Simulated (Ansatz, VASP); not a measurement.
## Co: VASP beside Ansatz

```xyz
2
Lattice="0.0000 3.0613 3.0613 3.0613 0.0000 3.0613 3.0613 3.0613 0.0000" Properties=species:S:1:pos:R:3 pbc="T T T"
Co    0.0000    0.0000    0.0000
Co    1.5306    1.5306    1.5306
```

Alike in both runs: task relaxation of cell and atoms; functional PBEsol; k mesh 6 × 6 × 6; occupations gaussian, width 0.1 eV; collinear spin.

|  | VASP | Ansatz |
| --- | --- | --- |
| version | VASP 6.6.1 | Ansatz 0.2.0 |
| potentials or method | VASP PAW PBE potentials, release 64 (Co), cutoff 600 eV | scalar-relativistic, plane waves, PAW |
| valence electrons in the cell | 18 | 34 |

|  | VASP | Ansatz | Ansatz less VASP |
| --- | --- | --- | --- |
| gap on the k mesh at the Fermi level, each at its own relaxed structure (eV) | none | none | - |
| net moment per atom (μB) | 1.65 | 1.65 | +0.002 |
| size of the moment on the site where the two differ most (μB) | 1.64 | 1.66 | +0.025 |
| relaxed volume (Å³/atom) | 15.40 | 15.51 | +0.115 |
| relaxed cell length with the largest relative difference (Å) | 3.518 | 3.527 | +0.0087 |

VASP's potentials were made for PBE, not for PBEsol. Site moments also hang on the region over which each program counts them. A gap of «none» marks a metal or a gap that the smearing closes. VASP's potentials hold 18 valence electrons a cell and Ansatz's 34, so a difference there can come from the potentials and not from the codes.

Noted on VASP's run: the volume moved by over 15 % at a fixed basis, so the end points are rough.
